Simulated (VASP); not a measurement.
Write the native input for VASP 6.6.1 that does the following.

```yaml
Task: relaxation of cell and atoms
Functional: r2SCAN
Potentials_or_basis: VASP PAW PBE potentials, release 64 (Zr_sv, B)
Cutoff: 600 eV
k_mesh: 12 × 12 × 6
Occupations: fermi-dirac, width 0.02 eV
Spin: no spin polarisation
Dipole_correction: no
Further_INCAR_settings: ALGO = Normal; EDIFF = 1e-06; IBRION = 2; EDIFFG = -0.005; NSW = 80; ISIF = 3
```

The system is ZrB2.

```
CELL_PARAMETERS angstrom
3.17013 0.00000 0.00000
-1.58506 2.74541 0.00000
0.00000 0.00000 3.54409
ATOMIC_POSITIONS crystal
Zr 0.00000 0.00000 0.00000
B 0.33333 0.66667 0.50000
B 0.66667 0.33333 0.50000
```

These files were run (other wordings do the same):

POSCAR

```
ZrB2
1.0
    3.1701252778      0.0000000000      0.0000000000
   -1.5850626389      2.7454090237      0.0000000000
    0.0000000000      0.0000000000      3.5440922133
Zr B
1 2
Direct
    0.0000000000      0.0000000000      0.0000000000
    0.3333333333      0.6666666667      0.5000000000
    0.6666666667      0.3333333333      0.5000000000
```

INCAR.step1

```
PREC = Accurate ; ENCUT = 600
ISMEAR = -1 ; SIGMA = 0.02
LREAL = F ; LASPH = T
NELM = 80 ; GGA = PE
ALGO = Normal ; EDIFF = 1E-4
LWAVE = T ; LCHARG = F
```

INCAR.step2

```
PREC = Accurate ; ENCUT = 600
EDIFF = 1E-6 ; ISMEAR = -1
SIGMA = 0.02 ; LREAL = F
LASPH = T ; NELM = 80
ALGO = Normal ; ISIF = 3
LWAVE = F ; LCHARG = F
METAGGA = R2SCAN ; LMIXTAU = T
IBRION = 2 ; NSW = 80
EDIFFG = -0.005 ; ISTART = 1
```

KPOINTS

```
Automatic mesh
0
Gamma
  12 12 6
```

Potentials or basis: VASP PAW PBE potentials, release 64 (Zr_sv, B).

Launch:

```bash
$ cat potpaw_PBE.64/Zr_sv/POTCAR potpaw_PBE.64/B/POTCAR > POTCAR
$ cp INCAR.step1 INCAR
$ mpirun -np 1 vasp_std > vasp.out
$ cp INCAR.step2 INCAR
$ mpirun -np 1 vasp_std > vasp.out
```

Results of the run:

* Relaxed volume: 10.29 Å³/atom
* Relaxed cell: a = 3.167 Å, b = 3.167 Å, c = 3.554 Å, α = 90.00°, β = 90.00°, γ = 120.00°
* Space group after relaxing (to 0.05 Å): P6/mmm (No. 191)
* Energy gained by relaxing: 0.1 meV/atom
* Ionic steps: 3
* Pressure after relaxing: 0.0 GPa
* Band gap on the k mesh: zero (band 9 reaches 11.47 eV, above the bottom of band 10 at 9.99 eV)

Caveat: the PAW data sets were made with another functional, which shifts forces and pressure a little.

It took 3.3 min on 1 thread of AMD EPYC 9R45 96-Core Processor (Zen 5) (shared host), peak memory 0.16 GiB.
